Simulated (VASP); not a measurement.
# SiNi (zincblende type) (F-43m) in VASP: further runs

The runs below take SiNi (zincblende type) through single point, relaxation of cell and atoms, with PBE.

Program: VASP 6.6.1. These are calculated values, not measurements. Logs are shortened: lines on timing, memory, paths and dates and some standing lists are left out, and cuts for length are marked.

## (1) The cell of the first run

Symmetry: F-43m, No. 216, cubic system. Conventional cell: a = 5.149 Å, b = 5.149 Å, c = 5.149 Å, α = 90.00°, β = 90.00°, γ = 90.00°. Within 2.9 Å of Ni (site symmetry -43m) lie 4 Si at 2.23 Å. Si (site symmetry -43m) has 4 Ni at 2.23 Å within 2.9 Å.

## (2) Single point, PBE

File INCAR:

```
PREC = Accurate ; ENCUT = 520
EDIFF = 1E-6 ; ISMEAR = -1
SIGMA = 0.1 ; LREAL = F
LASPH = T ; NELM = 100
ALGO = Normal ; ISIF = 2
LWAVE = F ; LCHARG = T
GGA = PE ; LELF = T
LVHAR = T ; NBANDS = 14
```

File KPOINTS:

```
Automatic mesh
0
Gamma
  13 13 13
```

File POSCAR:

```
SiNi
1.0
    0.0000000000      2.5743032521      2.5743032521
    2.5743032521      0.0000000000      2.5743032521
    2.5743032521      2.5743032521      0.0000000000
Ni Si
1 1
Direct
    0.0000000000      0.0000000000      0.0000000000
    0.2500000000      0.2500000000      0.2500000000
```

Potentials or basis: VASP PAW PBE potentials, release 64 (Ni, Si).

Launch:

```bash
cat potpaw_PBE.64/Ni/POTCAR potpaw_PBE.64/Si/POTCAR > POTCAR
mpirun -np 1 vasp_std > vasp.out
```

OUTCAR:

```text
PREC = Accurate
   ENCUT = 520
   EDIFF = 1E-6
   ISMEAR = -1
   LREAL = F
   LASPH = T
   NELM = 100
   ISIF = 2
   GGA = PE

 ion  position               nearest neighbor table
   1  0.000  0.000  0.000-   2 2.23   2 2.23   2 2.23   2 2.23
   2  0.250  0.250  0.250-   1 2.23   1 2.23   1 2.23   1 2.23

  LATTYP: Found a face centered cubic cell.
 ALAT       =     5.1486065042

  Lattice vectors:

 A1 = (   0.0000000000,   2.5743032521,   2.5743032521)
 A2 = (   2.5743032521,   0.0000000000,   2.5743032521)
 A3 = (   2.5743032521,   2.5743032521,   0.0000000000)

Analysis of symmetry for initial positions (statically):
=====================================================================
 Subroutine PRICEL returns:
 Original cell was already a primitive cell.

 Routine SETGRP: Setting up the symmetry group for a
 face centered cubic supercell.

 Subroutine GETGRP returns: Found 24 space group operations
 (whereof 24 operations were pure point group operations)
 out of a pool of 48 trial point group operations.

The static configuration has the point symmetry T_d .

Analysis of symmetry for dynamics (positions and initial velocities):
=====================================================================
 Subroutine PRICEL returns:
 Original cell was already a primitive cell.

 Routine SETGRP: Setting up the symmetry group for a
 face centered cubic supercell.

 Subroutine GETGRP returns: Found 24 space group operations
 (whereof 24 operations were pure point group operations)
 out of a pool of 48 trial point group operations.

The dynamic configuration has the point symmetry T_d .

 Subroutine INISYM returns: Found 24 space group operations
 (whereof 24 operations are pure point group operations),
 and found     1 'primitive' translations

----------------------------------------------------------------------------------------

                                     Primitive cell

  volume of cell :      34.1200

  direct lattice vectors                    reciprocal lattice vectors
     0.000000000  2.574303252  2.574303252    -0.194227312  0.194227312  0.194227312
     2.574303252  0.000000000  2.574303252     0.194227312 -0.194227312  0.194227312
     2.574303252  2.574303252  0.000000000     0.194227312  0.194227312 -0.194227312

  length of vectors
     3.640614573  3.640614573  3.640614573     0.336411572  0.336411572  0.336411572

  position of ions in fractional coordinates (direct lattice)
     0.000000000  0.000000000  0.000000000
     0.250000000  0.250000000  0.250000000

  ion indices of the primitive-cell ions
   primitive index   ion index
                 1           1
                 2           2

----------------------------------------------------------------------------------------

 KPOINTS: Automatic mesh

Automatic generation of k-mesh.
 Grid dimensions read from file:
 generate k-points for:   13   13   13

 Generating k-lattice:

  Cartesian coordinates                     Fractional coordinates (reciprocal lattice)
    -0.014940562  0.014940562  0.014940562     0.076923077  0.000000000  0.000000000
     0.014940562 -0.014940562  0.014940562     0.000000000  0.076923077  0.000000000
     0.014940562  0.014940562 -0.014940562     0.000000000  0.000000000  0.076923077

  Length of vectors
     0.025877813  0.025877813  0.025877813

  Shift w.r.t. Gamma in fractional coordinates (k-lattice)
     0.000000000  0.000000000  0.000000000

 Subroutine IBZKPT returns following result:
 ===========================================

 Found     84 irreducible k-points:

 Following reciprocal coordinates:
            Coordinates               Weight
  0.000000  0.000000  0.000000      1.000000
  0.076923  0.000000  0.000000      8.000000
  0.153846  0.000000  0.000000      8.000000
  0.230769  0.000000  0.000000      8.000000
  0.307692  0.000000  0.000000      8.000000
  0.384615  0.000000  0.000000      8.000000
[... 16 lines left out ...]
  0.384615  0.153846  0.000000     24.000000
  0.461538  0.153846  0.000000     24.000000
 [... further k-points ...]
   k-points           NKPTS =     84   k-points in BZ     NKDIM =     84   number of bands    NBANDS=     14
   number of dos      NEDOS =    301   number of ions     NIONS =      2
   total plane-waves  NPLWV =  21952
   dimension x,y,z NGX =    28 NGY =   28 NGZ =   28
   dimension x,y,z NGXF=    56 NGYF=   56 NGZF=   56
   ions per type =               1   1
   NGX,Y,Z   is equivalent  to a cutoff of  12.79, 12.79, 12.79 a.u.
   NGXF,Y,Z  is equivalent  to a cutoff of  25.57, 25.57, 25.57 a.u.
 SYSTEM =  unknown system
   PREC   = accura    normal or accurate (medium, high low for compatibility)
   ISTART =      0    job   : 0-new  1-cont  2-samecut
   ICHARG =      2    charge: 1-file 2-atom 10-const
   ISPIN  =      1    spin polarized calculation?
   LNONCOLLINEAR =      F non collinear calculations
   LSORBIT =      F    spin-orbit coupling
   LASPH  =      T    aspherical Exc in radial PAW
   ENCUT  =  520.0 eV  38.22 Ry    6.18 a.u.   6.77  6.77  6.77*2*pi/ulx,y,z
   NELM   =    100;   NELMIN=  2; NELMDL= -5     # of ELM steps
   EDIFF  = 0.1E-05   stopping-criterion for ELM
   LREAL  =      F    real-space projection
   EDIFFG = 0.1E-04   stopping-criterion for IOM
   NSW    =      0    number of steps for IOM
   IBRION =     -1    ionic relax: 0-MD 1-quasi-New 2-CG
   NFREE  =      0    steps in history (QN), initial steepest desc. (CG)
   ISIF   =      2    stress and relaxation
   ISYM   =      2    0-nonsym 1-usesym 2-fastsym
   POTIM  = 0.5000    time-step for ionic-motion
   TEBEG  =    0.0;   TEEND  =   0.0 temperature during run
   PSTRESS=    0.0 pullay stress
   NELECT =      14.0000    total number of electrons
   NUPDOWN=      -1.0000    fix difference up-down
   EMIN   =  10.00;   EMAX   =-10.00  energy-range for DOS
   EFERMI =   0.00;   METHOD = LEGACY
   ISMEAR =    -1;   SIGMA  =   0.10  broadening in eV -4-tet -1-fermi 0-gaus
   EFERMI_NEDOS =   21; number of points for ismear=-14 and -15
   IALGO  =     38    algorithm
   IMIX   =      4    mixing-type and parameters
     AMIX     =   0.40;   BMIX     =  1.00
     AMIX_MAG =   1.60;   BMIX_MAG =  1.00
  volume/ion in A,a.u.               =      17.06       115.13
  Fermi-wavevector in a.u.,A,eV,Ry     =   1.216507  2.298864 20.135103  1.479888
  Thomas-Fermi vector in A             =   2.351858
   LORBIT       =      0    0 simple, 1 ext, 2 COOP (PROOUT), +10 PAW based schemes
   GGA     = PE    functional components
   LHFCALC =     F    Hartree Fock is set to
   AEXX    =    0.0000 exact exchange contribution
   IVDW    =     0    specifies the selected vdW correction
   LEPSILON=     F    determine dielectric tensor
   LRPA    =     F    only Hartree local field effects (RPA)
 non-spin polarized calculation
  energy-cutoff  :      520.00
  volume of cell :       34.12
 maximum number of plane-waves:       941
   NGX = 13   NGY = 13   NGZ = 13

 number of electron      14.0000009 magnetization

 Free energy of the ion-electron system (eV)
  ---------------------------------------------------
  ext. energy  EPLUGINS =         0.00000000
  ---------------------------------------------------
  free energy    TOTEN  =       -10.44566055 eV

  energy without entropy =      -10.41239867  energy(sigma->0) =      -10.42902961

 E-fermi :   5.8488     XC(G=0): -10.3500

 val. band max:        5.8410033491   @ k =  -0.4615   0.3846   0.0769
 cond. band min:       5.8556683378   @ k =  -0.3846   0.3077   0.0769
 fundamental gap:      0.0146649887
 Fermi energy:         5.8487601753

 k-point     1 :       0.0000    0.0000    0.0000
  band No.  band energies     occupation
      1      -4.3588      2.00000
      2       2.7873      2.00000
      3       2.7873      2.00000
      4       2.7873      2.00000
      5       3.8101      2.00000
      6       3.8101      2.00000
      7      11.1520      0.00000
      8      11.1520      0.00000
      9      11.1520      0.00000
     10      12.8388      0.00000
     11      12.8388      0.00000
     12      12.8388      0.00000
     13      14.2812      0.00000
     14      18.6567      0.00000

 k-point     2 :       0.0769    0.0000    0.0000
  band No.  band energies     occupation
      1      -4.2704      2.00000
      2       2.7504      2.00000
      3       2.8049      2.00000
      4       2.8049      2.00000
      5       3.8044      2.00000
      6       3.8044      2.00000
      7      10.1647      0.00000
      8      10.8925      0.00000
      9      10.8925      0.00000
     10      13.1437      0.00000
     11      13.1437      0.00000
     12      13.1608      0.00000
     13      14.7398      0.00000
     14      18.1785      0.00000

 k-point     3 :       0.1538    0.0000    0.0000
  band No.  band energies     occupation
      1      -4.0094      2.00000
      2       2.6408      2.00000
      3       2.8508      2.00000
      4       2.8508      2.00000
      5       3.7940      2.00000
      6       3.7940      2.00000
      7       8.5566      0.00000
      8      10.4015      0.00000
      9      10.4015      0.00000
     10      13.1886      0.00000
     11      13.6947      0.00000
     12      13.6947      0.00000
     13      15.7477      0.00000
     14      17.5763      0.00000

 k-point     4 :       0.2308    0.0000    0.0000
  band No.  band energies     occupation
      1      -3.5905      2.00000
      2       2.4563      2.00000
      3       2.9056      2.00000
      4       2.9056      2.00000
      5       3.7967      2.00000
      6       3.7967      2.00000
      7       6.9822      0.00002
      8       9.9125      0.00000
      9       9.9125      0.00000
     10      13.0466      0.00000
     11      14.0314      0.00000
     12      14.0314      0.00000
     13      16.5773      0.00000
     14      17.5228      0.00000

 k-point     5 :       0.3077    0.0000    0.0000
  band No.  band energies     occupation
      1      -3.0474      2.00000
      2       2.1779      2.00000
      3       2.9469      2.00000
      4       2.9469      2.00000
      5       3.8275      2.00000
      6       3.8275      2.00000
      7       5.6406      1.77821
      8       9.4936      0.00000
      9       9.4936      0.00000
     10      12.8822      0.00000
     11      13.9918      0.00000
[... 276 lines left out ...]
 k-point    22 :       0.3077    0.1538    0.0000
  band No.  band energies     occupation
      1      -3.1261      2.00000
      2       2.3040      2.00000
      3       2.9663      2.00000
      4       3.0068      2.00000
      5       3.6526      2.00000
      6       3.9205      2.00000
      7       6.5922      0.00118
      8       8.4173      0.00000
      9       8.8599      0.00000
     10      12.2640      0.00000
     11      14.1561      0.00000
     12      15.3916      0.00000
     13      15.7183      0.00000
     14      18.9947      0.00000

 k-point    23 :       0.3846    0.1538    0.0000
  band No.  band energies     occupation
      1      -2.5724      2.00000
      2       2.0736      2.00000
      3       2.9488      2.00000
      4       3.0484      2.00000
      5       3.7276      2.00000
      6       3.9466      2.00000
      7       5.3476      1.98677
      8       8.1943      0.00000
      9       8.3203      0.00000
     10      12.2951      0.00000
     11      14.5464      0.00000
     12      15.4374      0.00000
     13      15.7444      0.00000
     14      19.2972      0.00000

 k-point    24 :       0.4615    0.1538    0.0000
  band No.  band energies     occupation
      1      -2.0288      2.00000
      2       1.7849      2.00000
      3       2.9037      2.00000
      4       3.0686      2.00000
      5       3.8352      2.00000
      6       3.9517      2.00000
      7       4.5088      2.00000
      8       7.8341      0.00000
      9       8.1601      0.00000
     10      12.2662      0.00000
     11      14.6586      0.00000
     12      15.0680      0.00000
     13      16.7894      0.00000
     14      19.2133      0.00000

 [... further k-points ...]

------------------------ aborting loop because EDIFF is reached ----------------------------------------

  FORCE on cell =-STRESS in cart. coord.  units (eV):
  Direction    XX          YY          ZZ          XY          YZ          ZX
  --------------------------------------------------------------------------------------
  -------------------------------------------------------------------------------------
  Total        0.0279128      0.0279128      0.0279128     -0.0000000      0.0000000      0.0000000
  in kB        1.3107031      1.3107031      1.3107031     -0.0000000      0.0000000      0.0000000
  external PRESSURE =       1.3107031 kB  Pullay stress =       0.0000000 kB

 VOLUME and BASIS-vectors are now :
 -----------------------------------------------------------------------------
  energy-cutoff  :      520.00
  volume of cell :       34.12
      direct lattice vectors                 reciprocal lattice vectors
     0.000000000  2.574303252  2.574303252    -0.194227312  0.194227312  0.194227312
     2.574303252  0.000000000  2.574303252     0.194227312 -0.194227312  0.194227312
     2.574303252  2.574303252  0.000000000     0.194227312  0.194227312 -0.194227312

 POSITION                                       TOTAL-FORCE (eV/Angst)
 -----------------------------------------------------------------------------------
      0.00000      0.00000      0.00000         0.000000      0.000000     -0.000000
      1.28715      1.28715      1.28715        -0.000000     -0.000000      0.000000
 -----------------------------------------------------------------------------------
    total drift:                                0.000001      0.000001      0.000001

  FREE ENERGIE OF THE ION-ELECTRON SYSTEM (eV)
  ---------------------------------------------------
  free  energy   TOTEN  =       -10.4456605506 eV

  energy  without entropy=      -10.4123986709  energy(sigma->0) =      -10.42902961
```

Wall time 22 s (1 thread of AMD EPYC 9R45 (Zen 5), shared host); peak memory 0.15 GiB.

What came out:

```yaml
Free_energy: -10.4457 eV
Pressure: 0.1 GPa
Band_gap_on_the_k_mesh: zero (band 7 reaches 11.15 eV, above the bottom of band 8 at 4.94 eV)
```

Levels at points of the mesh, in eV from the Fermi level:
```
           k point  band 5  band 6  band 7  band 8  band 9  band 10
(0.00, 0.00, 0.00)   -2.04   -2.04    5.30    5.30    5.30     6.99
```

(Part 1 of 2 ends here.)
